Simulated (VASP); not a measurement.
# Sc (P6_3/mmc) in VASP: further runs

Sc is run at these levels: PBEsol; tasks: single point.

Program: VASP 6.6.1. These are calculated values, not measurements. Logs are shortened: lines on timing, memory, paths and dates and some standing lists are left out, and cuts for length are marked.

## Step 1: The cell of the first run

It takes space group P6_3/mmc (No. 194, hexagonal). Conventional cell: a = 3.197 Å, b = 3.197 Å, c = 4.953 Å, α = 90.00°, β = 90.00°, γ = 120.00°. Sc (site symmetry -6m2) has 12 Sc at 3.09 to 3.20 Å within 4.1 Å.

## Step 2: Single point, PBEsol

INCAR

```
SYSTEM = Sc
ALGO = Normal ; EDIFF = 1E-6
ENCUT = 520 ; GGA = PS
ISIF = 2 ; ISMEAR = -1
LASPH = .True. ; LCHARG = .False.
LREAL = .False. ; LWAVE = .False.
NBANDS = 18 ; NELM = 60
PREC = Accurate ; SIGMA = 0.05
```

KPOINTS

```
k-points
0
Gamma
  9 9 5
  0 0 0
```

POSCAR

```
Sc
1.0
    3.1967660080      0.0000000000      0.0000000000
   -1.5983830040      2.7684805729      0.0000000000
    0.0000000000      0.0000000000      4.9529017559
Sc
2
Direct
    0.6666666667      0.3333333333      0.7500000000
    0.3333333333      0.6666666667      0.2500000000
```

Potentials or basis: VASP PAW PBE potentials, release 64 (Sc_sv).

Command:

```sh
$ cat potpaw_PBE.64/Sc_sv/POTCAR > POTCAR
$ mpirun -np 1 vasp_std > vasp.out
```

OUTCAR:

```text
SYSTEM = Sc
   EDIFF = 1E-6
   ENCUT = 520
   GGA = PS
   ISIF = 2
   ISMEAR = -1
   LASPH = .True.
   LREAL = .False.
   NELM = 60
   PREC = Accurate

 ion  position               nearest neighbor table
   1  0.667  0.333  0.750-   2 3.09   2 3.09   2 3.09   2 3.09   2 3.09   2 3.09
   2  0.333  0.667  0.250-   1 3.09   1 3.09   1 3.09   1 3.09   1 3.09   1 3.09

  LATTYP: Found a hexagonal cell.
 ALAT       =     3.1967660080
 C/A-ratio  =     1.5493476043

  Lattice vectors:

 A1 = (   3.1967660080,   0.0000000000,   0.0000000000)
 A2 = (  -1.5983830040,   2.7684805729,   0.0000000000)
 A3 = (   0.0000000000,   0.0000000000,   4.9529017559)

Analysis of symmetry for initial positions (statically):
=====================================================================
 Subroutine PRICEL returns:
 Original cell was already a primitive cell.

 Routine SETGRP: Setting up the symmetry group for a
 hexagonal supercell.

 Subroutine GETGRP returns: Found 24 space group operations
 (whereof 12 operations were pure point group operations)
 out of a pool of 24 trial point group operations.

The static configuration has the point symmetry D_3d.
 The point group associated with its full space group is D_6h.

Analysis of symmetry for dynamics (positions and initial velocities):
=====================================================================
 Subroutine PRICEL returns:
 Original cell was already a primitive cell.

 Routine SETGRP: Setting up the symmetry group for a
 hexagonal supercell.

 Subroutine GETGRP returns: Found 24 space group operations
 (whereof 12 operations were pure point group operations)
 out of a pool of 24 trial point group operations.

The dynamic configuration has the point symmetry D_3d.
 The point group associated with its full space group is D_6h.

 Subroutine INISYM returns: Found 24 space group operations
 (whereof 12 operations are pure point group operations),
 and found     1 'primitive' translations

----------------------------------------------------------------------------------------

                                     Primitive cell

  volume of cell :      43.8341

  direct lattice vectors                    reciprocal lattice vectors
     3.196766008  0.000000000  0.000000000     0.312816139  0.180604482  0.000000000
    -1.598383004  2.768480573  0.000000000     0.000000000  0.361208964  0.000000000
     0.000000000  0.000000000  4.952901756     0.000000000  0.000000000  0.201901844

  length of vectors
     3.196766008  3.196766008  4.952901756     0.361208964  0.361208964  0.201901844

  position of ions in fractional coordinates (direct lattice)
     0.666666667  0.333333333  0.750000000
     0.333333333  0.666666667  0.250000000

  ion indices of the primitive-cell ions
   primitive index   ion index
                 1           1
                 2           2

----------------------------------------------------------------------------------------

 KPOINTS: k-points

Automatic generation of k-mesh.
 Grid dimensions read from file:
 generate k-points for:    9    9    5

 Generating k-lattice:

  Cartesian coordinates                     Fractional coordinates (reciprocal lattice)
     0.034757349  0.020067165  0.000000000     0.111111111  0.000000000  0.000000000
     0.000000000  0.040134329  0.000000000     0.000000000  0.111111111  0.000000000
     0.000000000  0.000000000  0.040380369     0.000000000  0.000000000  0.200000000

  Length of vectors
     0.040134329  0.040134329  0.040380369

  Shift w.r.t. Gamma in fractional coordinates (k-lattice)
     0.000000000  0.000000000  0.000000000

 Subroutine IBZKPT returns following result:
 ===========================================

 Found     36 irreducible k-points:

 Following reciprocal coordinates:
            Coordinates               Weight
  0.000000  0.000000  0.000000      1.000000
  0.111111  0.000000  0.000000      6.000000
  0.222222 -0.000000  0.000000      6.000000
  0.333333  0.000000  0.000000      6.000000
  0.444444 -0.000000  0.000000      6.000000
  0.111111  0.111111  0.000000      6.000000
[... 16 lines left out ...]
  0.333333  0.222222  0.200000     24.000000
  0.333333  0.333333  0.200000      4.000000
 [... further k-points ...]
   k-points           NKPTS =     36   k-points in BZ     NKDIM =     36   number of bands    NBANDS=     18
   number of dos      NEDOS =    301   number of ions     NIONS =      2
   total plane-waves  NPLWV =  23040
   dimension x,y,z NGX =    24 NGY =   24 NGZ =   40
   dimension x,y,z NGXF=    48 NGYF=   48 NGZF=   80
   ions per type =               2
   NGX,Y,Z   is equivalent  to a cutoff of  12.48, 12.48, 13.43 a.u.
   NGXF,Y,Z  is equivalent  to a cutoff of  24.96, 24.96, 26.85 a.u.
 SYSTEM =  Sc
   PREC   = accura    normal or accurate (medium, high low for compatibility)
   ISTART =      0    job   : 0-new  1-cont  2-samecut
   ICHARG =      2    charge: 1-file 2-atom 10-const
   ISPIN  =      1    spin polarized calculation?
   LNONCOLLINEAR =      F non collinear calculations
   LSORBIT =      F    spin-orbit coupling
   LASPH  =      T    aspherical Exc in radial PAW
   ENCUT  =  520.0 eV  38.22 Ry    6.18 a.u.   5.94  5.94  9.21*2*pi/ulx,y,z
   NELM   =     60;   NELMIN=  2; NELMDL= -5     # of ELM steps
   EDIFF  = 0.1E-05   stopping-criterion for ELM
   LREAL  =      F    real-space projection
   EDIFFG = 0.1E-04   stopping-criterion for IOM
   NSW    =      0    number of steps for IOM
   IBRION =     -1    ionic relax: 0-MD 1-quasi-New 2-CG
   NFREE  =      0    steps in history (QN), initial steepest desc. (CG)
   ISIF   =      2    stress and relaxation
   ISYM   =      2    0-nonsym 1-usesym 2-fastsym
   POTIM  = 0.5000    time-step for ionic-motion
   TEBEG  =    0.0;   TEEND  =   0.0 temperature during run
   PSTRESS=    0.0 pullay stress
   NELECT =      22.0000    total number of electrons
   NUPDOWN=      -1.0000    fix difference up-down
   EMIN   =  10.00;   EMAX   =-10.00  energy-range for DOS
   EFERMI =   0.00;   METHOD = LEGACY
   ISMEAR =    -1;   SIGMA  =   0.05  broadening in eV -4-tet -1-fermi 0-gaus
   EFERMI_NEDOS =   21; number of points for ismear=-14 and -15
   IALGO  =     38    algorithm
   IMIX   =      4    mixing-type and parameters
     AMIX     =   0.40;   BMIX     =  1.00
     AMIX_MAG =   1.60;   BMIX_MAG =  1.00
  volume/ion in A,a.u.               =      21.92       147.90
  Fermi-wavevector in a.u.,A,eV,Ry     =   1.301003  2.458540 23.029349  1.692609
  Thomas-Fermi vector in A             =   2.432165
   LORBIT       =      0    0 simple, 1 ext, 2 COOP (PROOUT), +10 PAW based schemes
   GGA     = PS    functional components
   LHFCALC =     F    Hartree Fock is set to
   AEXX    =    0.0000 exact exchange contribution
   IVDW    =     0    specifies the selected vdW correction
   LEPSILON=     F    determine dielectric tensor
   LRPA    =     F    only Hartree local field effects (RPA)
 non-spin polarized calculation
  energy-cutoff  :      520.00
  volume of cell :       43.83
 maximum number of plane-waves:      1212
 NGX is ok and might be reduce to    24
   NGX = 11   NGY = 11   NGZ = 19

 number of electron      21.9999990 magnetization

 Free energy of the ion-electron system (eV)
  ---------------------------------------------------
  ext. energy  EPLUGINS =         0.00000000
  ---------------------------------------------------
  free energy    TOTEN  =       -13.17244920 eV

  energy without entropy =      -13.14031704  energy(sigma->0) =      -13.15638312

 E-fermi :   4.2856     XC(G=0): -10.4812

 val. band max:        4.2774848138   @ k =   0.4444   0.1111   0.4000
 cond. band min:       4.3146022881   @ k =   0.2222  -0.0000   0.0000
 fundamental gap:      0.0371174743
 Fermi energy:         4.2855706568

 k-point     1 :       0.0000    0.0000    0.0000
  band No.  band energies     occupation
      1     -44.6249      2.00000
      2     -44.5037      2.00000
      3     -23.6706      2.00000
      4     -23.1507      2.00000
      5     -23.1507      2.00000
      6     -23.0509      2.00000
[... 10 lines left out ...]
     17       6.8317      0.00000
     18       6.8317      0.00000

 k-point     2 :       0.1111    0.0000    0.0000
  band No.  band energies     occupation
      1     -44.6155      2.00000
      2     -44.5007      2.00000
      3     -23.6465      2.00000
      4     -23.1959      2.00000
      5     -23.1663      2.00000
      6     -23.0983      2.00000
[... 10 lines left out ...]
     17       6.6721      0.00000
     18       6.7444      0.00000

 k-point     3 :       0.2222   -0.0000    0.0000
  band No.  band energies     occupation
      1     -44.5904      2.00000
      2     -44.4941      2.00000
      3     -23.5803      2.00000
      4     -23.3118      2.00000
      5     -23.2139      2.00000
      6     -23.2041      2.00000
[... 10 lines left out ...]
     17       7.1800      0.00000
     18       7.2915      0.00000

 k-point     4 :       0.3333    0.0000    0.0000
  band No.  band energies     occupation
      1     -44.5590      2.00000
      2     -44.4894      2.00000
      3     -23.4893      2.00000
      4     -23.4455      2.00000
      5     -23.3382      2.00000
      6     -23.2448      2.00000
[... 375 lines left out ...]
      4     -23.4492      2.00000
      5     -23.3017      2.00000
      6     -23.2922      2.00000
[... 10 lines left out ...]
     17       8.2383      0.00000
     18       8.4816      0.00000

 k-point    23 :       0.3333    0.2222    0.2000
  band No.  band energies     occupation
      1     -44.5182      2.00000
      2     -44.4961      2.00000
      3     -23.5198      2.00000
      4     -23.4611      2.00000
      5     -23.3719      2.00000
      6     -23.2597      2.00000
[... 10 lines left out ...]
     17       8.2657      0.00000
     18       8.7406      0.00000

 k-point    24 :       0.3333    0.3333    0.2000
  band No.  band energies     occupation
      1     -44.5040      2.00000
      2     -44.5040      2.00000
      3     -23.4566      2.00000
      4     -23.4525      2.00000
      5     -23.4525      2.00000
      6     -23.2766      2.00000
[... 10 lines left out ...]
     17       8.4065      0.00000
     18       8.4065      0.00000

 [... further k-points ...]

------------------------ aborting loop because EDIFF is reached ----------------------------------------

  FORCE on cell =-STRESS in cart. coord.  units (eV):
  Direction    XX          YY          ZZ          XY          YZ          ZX
  --------------------------------------------------------------------------------------
  -------------------------------------------------------------------------------------
  Total        1.3691200      1.3691200      1.3753373      0.0000000      0.0000000      0.0000000
  in kB       50.0426200     50.0426200     50.2698697      0.0000000      0.0000000      0.0000000
  external PRESSURE =      50.1183699 kB  Pullay stress =       0.0000000 kB

 VOLUME and BASIS-vectors are now :
 -----------------------------------------------------------------------------
  energy-cutoff  :      520.00
  volume of cell :       43.83
      direct lattice vectors                 reciprocal lattice vectors
     3.196766008  0.000000000  0.000000000     0.312816139  0.180604482  0.000000000
    -1.598383004  2.768480573  0.000000000     0.000000000  0.361208964  0.000000000
     0.000000000  0.000000000  4.952901756     0.000000000  0.000000000  0.201901844

 POSITION                                       TOTAL-FORCE (eV/Angst)
 -----------------------------------------------------------------------------------
      1.59838      0.92283      3.71468         0.000000      0.000000      0.000000
     -0.00000      1.84565      1.23823        -0.000000     -0.000000      0.000000
 -----------------------------------------------------------------------------------
    total drift:                                0.000000     -0.000000      0.000000

  FREE ENERGIE OF THE ION-ELECTRON SYSTEM (eV)
  ---------------------------------------------------
  free  energy   TOTEN  =       -13.1724491950 eV

  energy  without entropy=      -13.1403170419  energy(sigma->0) =      -13.15638312
```

Run time: 22 s. Hardware: 1 thread of AMD EPYC 7R13 (Zen 3), shared host; peak memory 0.14 GiB.

Results:

```
Free energy            : -13.1724 eV
Pressure               : 5.0 GPa
Band gap on the k mesh : zero (bands 11 and 12 overlap by 1.62 eV)
```

Caveat: the cell stands under pressure; the PAW data sets were made with another functional, which shifts forces and pressure a little.

(Continued in part 2 of 2.)

The gap in the log of VASP goes by the Fermi energy; the results here count the filled bands.